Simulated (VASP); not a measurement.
# Ru (C222_1) in VASP: relaxation of cell and atoms with PBE

Aim: the relaxation of cell and atoms of Ru with PBE.

All numbers are computed with VASP 6.6.1; they aren't measurements. Logs are shortened: lines on timing, memory, paths and dates and some standing lists are left out, and cuts for length are marked.

### 1 The cell of the first run

The structure is orthorhombic, space group C222_1 (No. 20). The conventional cell has a = 4.838 Å, b = 5.402 Å, c = 6.429 Å, α = 90.00°, β = 90.00°, γ = 90.00°. Within 2.6 Å of Ru (site symmetry 1) lie 3 Ru at 1.93 to 2.16 Å. Within 2.8 Å of Ru (site symmetry 2) lie 6 Ru at 2.10 to 2.70 Å.

### 2 Relaxation of cell and atoms, PBE

Input file INCAR:

```
SYSTEM = Ru
PREC = Accurate ; ENCUT = 600
EDIFF = 1E-6 ; ISMEAR = 0
SIGMA = 0.1 ; LREAL = .FALSE.
LASPH = .TRUE. ; NELM = 100
ALGO = Normal ; ISIF = 3
LWAVE = .FALSE. ; LCHARG = .FALSE.
GGA = PE ; IBRION = 2
NSW = 90 ; EDIFFG = -0.04
```

Input file KPOINTS:

```
regular mesh
0
G
  6 6 4
  0 0 0
```

Input file POSCAR:

```
Ru
1.0
    2.4187968437     -2.7010167382      0.0000000000
    2.4187968437      2.7010167382      0.0000000000
    0.0000000000      0.0000000000      6.4290407797
Ru
6
Direct
    0.0000000000      0.3333400000      0.5538300000
    0.6666600000      0.0000000000      0.9461700000
    0.0000000000      0.6666600000      0.0538300000
    0.3333400000      0.0000000000      0.4461700000
    0.7500000000      0.2500000000      0.2500000000
    0.2500000000      0.7500000000      0.7500000000
```

Potentials or basis: VASP PAW PBE potentials, release 64 (Ru_pv).

Run with:

```sh
cat potpaw_PBE.64/Ru_pv/POTCAR > POTCAR
mpirun -np 1 vasp_std > vasp.out
```

OUTCAR:

```text
SYSTEM = Ru
   PREC = Accurate
   ENCUT = 600
   EDIFF = 1E-6
   ISMEAR = 0
   LREAL = .FALSE.
   LASPH = .TRUE.
   NELM = 100
   ISIF = 3
   GGA = PE
   IBRION = 2
   NSW = 90
   EDIFFG = -0.04

 ion  position               nearest neighbor table
   1  0.000  0.333  0.554-   4 1.93   6 2.10   5 2.16   4 2.67   4 2.67   6 2.70   2 2.99
   2  0.667  0.000  0.946-   3 1.93   6 2.10   5 2.16   3 2.67   3 2.67   6 2.70   1 2.99
   3  0.000  0.667  0.054-   2 1.93   5 2.10   6 2.16   2 2.67   2 2.67   5 2.70   4 2.99
   4  0.333  0.000  0.446-   1 1.93   5 2.10   6 2.16   1 2.67   1 2.67   5 2.70   3 2.99
   5  0.750  0.250  0.250-   3 2.10   4 2.10   1 2.16   2 2.16   4 2.70   3 2.70
   6  0.250  0.750  0.750-   1 2.10   2 2.10   3 2.16   4 2.16   1 2.70   2 2.70

  LATTYP: Found a base centered orthorhombic cell.
 ALAT       =     4.8375936874
 B/A-ratio  =     1.1166778001
 C/A-ratio  =     1.3289749398

  Lattice vectors:

 A1 = (   2.4187968437,  -2.7010167382,   0.0000000000)
 A2 = (   2.4187968437,   2.7010167382,   0.0000000000)
 A3 = (   0.0000000000,   0.0000000000,   6.4290407797)

Analysis of symmetry for initial positions (statically):
=====================================================================
 Subroutine PRICEL returns:
 Original cell was already a primitive cell.

 Routine SETGRP: Setting up the symmetry group for a
 base centered orthorhombic supercell.

 Subroutine GETGRP returns: Found  4 space group operations
 (whereof  2 operations were pure point group operations)
 out of a pool of  8 trial point group operations.

The static configuration has the point symmetry C_2 .
 The point group associated with its full space group is D_2 .

Analysis of symmetry for dynamics (positions and initial velocities):
=====================================================================
 Subroutine PRICEL returns:
 Original cell was already a primitive cell.

 Routine SETGRP: Setting up the symmetry group for a
 base centered orthorhombic supercell.

 Subroutine GETGRP returns: Found  4 space group operations
 (whereof  2 operations were pure point group operations)
 out of a pool of  8 trial point group operations.

The dynamic configuration has the point symmetry C_2 .
 The point group associated with its full space group is D_2 .

 Subroutine INISYM returns: Found  4 space group operations
 (whereof  2 operations are pure point group operations),
 and found     1 'primitive' translations

----------------------------------------------------------------------------------------

                                     Primitive cell
[... 94 lines left out ...]
   LNONCOLLINEAR =      F non collinear calculations
   LSORBIT =      F    spin-orbit coupling
   LASPH  =      T    aspherical Exc in radial PAW
   ENCUT  =  600.0 eV  44.10 Ry    6.64 a.u.   7.24  7.24 12.84*2*pi/ulx,y,z
   NELM   =    100;   NELMIN=  2; NELMDL= -5     # of ELM steps
   EDIFF  = 0.1E-05   stopping-criterion for ELM
   LREAL  =      F    real-space projection
   EDIFFG = -.4E-01   stopping-criterion for IOM
   NSW    =     90    number of steps for IOM
   IBRION =      2    ionic relax: 0-MD 1-quasi-New 2-CG
   NFREE  =      1    steps in history (QN), initial steepest desc. (CG)
   ISIF   =      3    stress and relaxation
   ISYM   =      2    0-nonsym 1-usesym 2-fastsym
   POTIM  = 0.5000    time-step for ionic-motion
   TEBEG  =    0.0;   TEEND  =   0.0 temperature during run
   PSTRESS=    0.0 pullay stress
   NELECT =      84.0000    total number of electrons
   NUPDOWN=      -1.0000    fix difference up-down
   EMIN   =  10.00;   EMAX   =-10.00  energy-range for DOS
   EFERMI =   0.00;   METHOD = LEGACY
   ISMEAR =     0;   SIGMA  =   0.10  broadening in eV -4-tet -1-fermi 0-gaus
   EFERMI_NEDOS =   21; number of points for ismear=-14 and -15
   IALGO  =     38    algorithm
   IMIX   =      4    mixing-type and parameters
     AMIX     =   0.40;   BMIX     =  1.00
     AMIX_MAG =   1.60;   BMIX_MAG =  1.00
  volume/ion in A,a.u.               =      14.00        94.48
  Fermi-wavevector in a.u.,A,eV,Ry     =   1.637069  3.093612 36.463543  2.679995
  Thomas-Fermi vector in A             =   2.728270
   LORBIT       =      0    0 simple, 1 ext, 2 COOP (PROOUT), +10 PAW based schemes
   GGA     = PE    functional components
   LHFCALC =     F    Hartree Fock is set to
   AEXX    =    0.0000 exact exchange contribution
   IVDW    =     0    specifies the selected vdW correction
   LEPSILON=     F    determine dielectric tensor
   LRPA    =     F    only Hartree local field effects (RPA)
 conjugate gradient relaxation of ions
 non-spin polarized calculation
 Gauss-broadening in eV      SIGMA  =   0.10
  energy-cutoff  :      600.00
  volume of cell :       84.00
 maximum number of plane-waves:      2826
 NGX is ok and might be reduce to    30
   NGX = 15   NGY = 15   NGZ = 25

--------------------------------------- Ionic step        1  -------------------------------------------

 number of electron      84.0000025 magnetization

 Free energy of the ion-electron system (eV)
  ---------------------------------------------------
  ext. energy  EPLUGINS =         0.00000000
  ---------------------------------------------------
  free energy    TOTEN  =       -35.44867703 eV

  energy without entropy =      -35.42397921  energy(sigma->0) =      -35.43632812

------------------------ aborting loop because EDIFF is reached ----------------------------------------

  FORCE on cell =-STRESS in cart. coord.  units (eV):
  Direction    XX          YY          ZZ          XY          YZ          ZX
  --------------------------------------------------------------------------------------
  -------------------------------------------------------------------------------------
  Total       53.0258117     63.4020080     84.3803972      0.0000000      0.0000000      0.0000000
  in kB     1011.3350583   1209.2351155   1609.3455469      0.0000000      0.0000000      0.0000000
  external PRESSURE =    1276.6385735 kB  Pullay stress =       0.0000000 kB
[... 3945 lines left out ...]
     49      10.7506      0.00000
     50      11.7259      0.00000

 [... further k-points ...]

[... ionic steps 4 to 68 ...]

--------------------------------------- Ionic step       69  -------------------------------------------

 number of electron      83.9999983 magnetization

------------------------ aborting loop because EDIFF is reached ----------------------------------------
[... 75 lines left out ...]
--------------------------------------- Ionic step       71  -------------------------------------------

 number of electron      83.9999980 magnetization

 Free energy of the ion-electron system (eV)
  ---------------------------------------------------
  ext. energy  EPLUGINS =         0.00000000
  ---------------------------------------------------
  free energy    TOTEN  =       -52.32265805 eV

  energy without entropy =      -52.28667981  energy(sigma->0) =      -52.30466893

 E-fermi :  11.2239     XC(G=0): -13.3800

 val. band max:       11.2121608150   @ k =   0.3333   0.1667   0.2500
 cond. band min:      11.2422398335   @ k =   0.0000   0.0000   0.0000
 fundamental gap:      0.0300790185
 Fermi energy:        11.2238611005
[... 1277 lines left out ...]
  FORCE on cell =-STRESS in cart. coord.  units (eV):
  Direction    XX          YY          ZZ          XY          YZ          ZX
  --------------------------------------------------------------------------------------
```

OSZICAR:

```text
N       E                     dE             d eps       ncg     rms          rms(c)
DAV:   1     0.121112274561E+04    0.12111E+04   -0.55987E+04  3900   0.208E+03
DAV:   2     0.108439513818E+02   -0.12003E+04   -0.11701E+04  3956   0.626E+02
DAV:   3    -0.357362825808E+02   -0.46580E+02   -0.45134E+02  4770   0.125E+02
[... 665 lines left out ...]
DAV:   1    -0.523439311079E+02   -0.59963E-01   -0.20626E+00  3944   0.109E+01    0.156E+00
DAV:   2    -0.522982831141E+02    0.45648E-01   -0.13827E-01  3950   0.255E+00    0.494E-01
DAV:   3    -0.522930578313E+02    0.52253E-02   -0.22351E-02  4568   0.874E-01    0.288E-01
DAV:   4    -0.522932308552E+02   -0.17302E-03   -0.99313E-03  4656   0.879E-01    0.286E-01
DAV:   5    -0.522925210336E+02    0.70982E-03   -0.33098E-03  4662   0.479E-01    0.538E-02
DAV:   6    -0.522925354584E+02   -0.14425E-04
```

CONTCAR:

```text
Ru
   1.00000000000000
     2.1995639150620256   -2.5255885910173141    0.0000000000000000
     2.1995639150620256    2.5255885910173141    0.0000000000000000
     0.0000000000000000    0.0000000000000000    8.1290388990910749
  Ru
     6
Direct
     0.7038792544111305    0.2953842326055653    0.5836737441664218
     0.7046157673944345    0.2961207455888697    0.9163262558335782
     0.2961207455888697    0.7046157673944347    0.0836737441664215
     0.2953842326055653    0.7038792544111305    0.4163262558335787
     0.7056484864786835    0.2943515135213161    0.2500000000000000
     0.2943515135213160    0.7056484864786835    0.7500000000000000

  0.00000000E+00  0.00000000E+00  0.00000000E+00
  0.00000000E+00  0.00000000E+00  0.00000000E+00
  0.00000000E+00  0.00000000E+00  0.00000000E+00
  0.00000000E+00  0.00000000E+00  0.00000000E+00
  0.00000000E+00  0.00000000E+00  0.00000000E+00
  0.00000000E+00  0.00000000E+00  0.00000000E+00
```

Wall time 85 min (1 thread of Intel Xeon 6975P-C (Granite Rapids), shared host); peak memory 0.31 GiB.

Results:

```yaml
Free_energy: -52.3227 eV
Relaxed_volume: 15.05 Å³/atom
Relaxed_cell: a = 3.349 Å, b = 3.349 Å, c = 8.129 Å, α = 90.00°, β = 90.00°, γ = 97.89°
Space_group_after_relaxing_to_0.05_Å: Cmcm (No. 63)
Energy_gained_by_relaxing: 2812.3 meV/atom
Ionic_steps: 71
Pressure_after_relaxing: -0.1 GPa
Largest_force_after_relaxing: 0.035 eV/Å
Band_gap_on_the_k_mesh: zero (band 42 reaches 11.83 eV, above the bottom of band 43 at 10.83 eV)
```

Forces in eV/Å, atoms in the order of the input:
```
Ru   0.010 -0.012 -0.032
Ru  -0.010 -0.012  0.032
Ru  -0.010  0.012 -0.032
Ru   0.010  0.012  0.032
Ru   0.000  0.010  0.000
Ru   0.000 -0.010  0.000
```

The path:
| step | energy change (eV) | largest force (eV/Å) | pressure (GPa) | volume (Å³) |
| --- | --- | --- | --- | --- |
| 1 | 0.0000 | 13.6114 | 127.66 | 84.00 |
| 3 | 7.5028 | 2.1677 | -19.59 | 234.70 |
| 5 | -8.8991 | 1.3765 | -22.51 | 130.10 |
| 7 | -10.9591 | 2.6478 | -1.72 | 109.06 |
| 9 | -12.8253 | 1.3225 | -19.27 | 112.05 |
| 11 | -13.8459 | 3.3625 | -1.18 | 99.60 |
| 13 | -14.5726 | 1.9679 | 0.82 | 96.16 |
| 15 | -15.1011 | 0.6796 | -3.09 | 94.77 |
| 17 | -15.2866 | 0.5328 | -3.18 | 93.52 |
| 19 | -15.3703 | 0.6457 | 1.04 | 91.18 |
| 21 | -15.4389 | 0.1302 | -2.54 | 91.56 |
| 23 | -15.4676 | 0.1716 | 1.71 | 89.76 |
| 25 | -15.5165 | 0.6468 | 0.36 | 89.68 |
| 27 | -15.6486 | 0.9654 | -3.78 | 90.11 |
| 29 | -15.6954 | 1.0932 | -5.44 | 90.27 |
| 31 | -15.7821 | 1.1127 | -4.24 | 89.50 |
| 33 | -15.9021 | 1.0287 | -0.84 | 87.94 |
| 35 | -16.2638 | 0.8146 | 7.24 | 84.78 |
| 37 | -16.4425 | 0.5145 | -5.11 | 88.38 |
| 39 | -16.6277 | 0.6443 | -0.35 | 86.92 |
| 41 | -16.6998 | 0.4593 | 0.48 | 86.60 |
| 43 | -16.7350 | 0.2557 | 1.28 | 86.39 |
| 45 | -16.7450 | 0.2496 | -1.45 | 87.21 |
| 47 | -16.7614 | 0.1274 | 0.78 | 86.58 |
| 49 | -16.7860 | 0.1446 | 0.38 | 87.16 |
| 51 | -16.7931 | 0.1827 | -0.28 | 87.67 |
| 53 | -16.7995 | 0.0996 | -1.59 | 88.53 |
| 55 | -16.8041 | 0.1548 | -1.08 | 88.78 |
| 57 | -16.8243 | 0.1264 | 0.45 | 88.48 |
| 59 | -16.8439 | 0.1996 | 2.19 | 88.37 |
| 61 | -16.8563 | 0.3136 | 0.11 | 89.36 |
| 63 | -16.8646 | 0.1026 | -0.16 | 89.78 |
| 65 | -16.8683 | 0.0717 | 0.55 | 89.72 |
| 67 | -16.8682 | 0.1249 | 1.39 | 89.97 |
| 69 | -16.8731 | 0.0773 | -0.64 | 90.48 |
| 71 | -16.8740 | 0.0349 | -0.13 | 90.32 |

Final structure:
```yaml
crystal:
  lattice:
    - [2.19956, -2.52559, 0.00000]
    - [2.19956, 2.52559, 0.00000]
    - [0.00000, 0.00000, 8.12904]
  atoms:
    - { symbol: Ru, position: [0.70388, 0.29538, 0.58367] }
    - { symbol: Ru, position: [0.70462, 0.29612, 0.91633] }
    - { symbol: Ru, position: [0.29612, 0.70462, 0.08367] }
    - { symbol: Ru, position: [0.29538, 0.70388, 0.41633] }
    - { symbol: Ru, position: [0.70565, 0.29435, 0.25000] }
    - { symbol: Ru, position: [0.29435, 0.70565, 0.75000] }
```

Levels at points of the mesh, in eV from the Fermi level:
| k point | band 39 | band 40 | band 41 | band 42 | band 43 | band 44 | band 45 | band 46 |
| --- | --- | --- | --- | --- | --- | --- | --- | --- |
| (0.00, 0.00, 0.00) | -1.58 | -0.18 | 0.02 | 0.03 | 0.73 | 0.83 | 0.84 | 1.14 |
| (0.50, 0.00, 0.00) | -1.05 | -1.03 | -0.17 | -0.02 | 0.25 | 0.26 | 1.20 | 1.21 |
| (0.50, 0.50, 0.00) | -0.39 | -0.38 | -0.30 | -0.26 | -0.26 | -0.24 | 0.19 | 0.21 |
| (0.00, 0.00, 0.50) | -0.89 | -0.89 | -0.59 | -0.59 | 0.55 | 0.55 | 0.59 | 0.59 |
| (0.50, 0.00, 0.50) | -0.65 | -0.65 | 0.53 | 0.53 | 0.97 | 0.97 | 1.23 | 1.23 |
| (0.50, 0.50, 0.50) | -0.91 | -0.91 | -0.59 | -0.59 | -0.40 | -0.40 | -0.22 | -0.22 |
